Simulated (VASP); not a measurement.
Wanted: the native input for a VASP 6.6.1 run.

* Task: relaxation of cell and atoms
* Functional: PBE
* Potentials or basis: VASP PAW PBE potentials, release 64 (Sr_sv, Be, Te)
* Cutoff: 600 eV
* k mesh: 6 × 6 × 2
* Occupations: gaussian, width 0.1 eV
* Spin: no spin polarisation
* Dipole correction: no
* Further INCAR settings: ALGO = Normal; EDIFF = 1e-06; IBRION = 2; EDIFFG = -0.04; NSW = 90; ISIF = 3

The structure of Sr2BeTe3 lies in POSCAR:

```
Sr2BeTe3
1.0
    4.7644881100      0.0000000000      0.0000000000
   -2.3822440500      4.1261677400      0.0000000000
    0.0000000000      0.0000000000     12.8920591500
Sr Be Te
2 1 3
Direct
    0.3333333300      0.6666666700      0.4769883700
    0.6666666700      0.3333333300      0.8647946600
    0.0000000000      0.0000000000      0.1830441600
    0.0000000000      0.0000000000      0.0000000000
    0.3333333300      0.6666666700      0.2243874300
    0.6666666700      0.3333333300      0.6121937100
```

These files were run (other wordings do the same):

INCAR

```
PREC = Accurate
ENCUT = 600
EDIFF = 1E-6
ISMEAR = 0
SIGMA = 0.1
LREAL = False
LASPH = True
NELM = 100
ALGO = Normal
ISIF = 3
LWAVE = False
LCHARG = False
GGA = PE
IBRION = 2
NSW = 90
EDIFFG = -0.04
```

KPOINTS

```
Automatic mesh
0
Gamma
  6 6 2
```

Potentials or basis: VASP PAW PBE potentials, release 64 (Sr_sv, Be, Te).

Run with:

```bash
$ cat potpaw_PBE.64/Sr_sv/POTCAR potpaw_PBE.64/Be/POTCAR potpaw_PBE.64/Te/POTCAR > POTCAR
$ mpirun -np 1 vasp_std > vasp.out
```

It gave:

The relaxed volume is 40.32 Å³/atom and the relaxed cell is a = 4.680 Å, b = 4.680 Å, c = 12.754 Å, α = 90.00°, β = 90.00°, γ = 120.00°. The space group after relaxing (to 0.1 Å) is P3m1 (No. 156) and the energy gained by relaxing is 32.6 meV/atom. The ionic steps are 10 and the pressure after relaxing is 0.0 GPa. The largest force after relaxing is 0.037 eV/Å and the band gap on the k mesh is 1.46 eV.

Caveat: spin-orbit coupling is left out, which moves the levels of the heavy elements.

Wall time 24 min on 1 thread of Oxide Virtual Turin-like Processor, with other jobs on the host, peak memory 0.49 GiB.
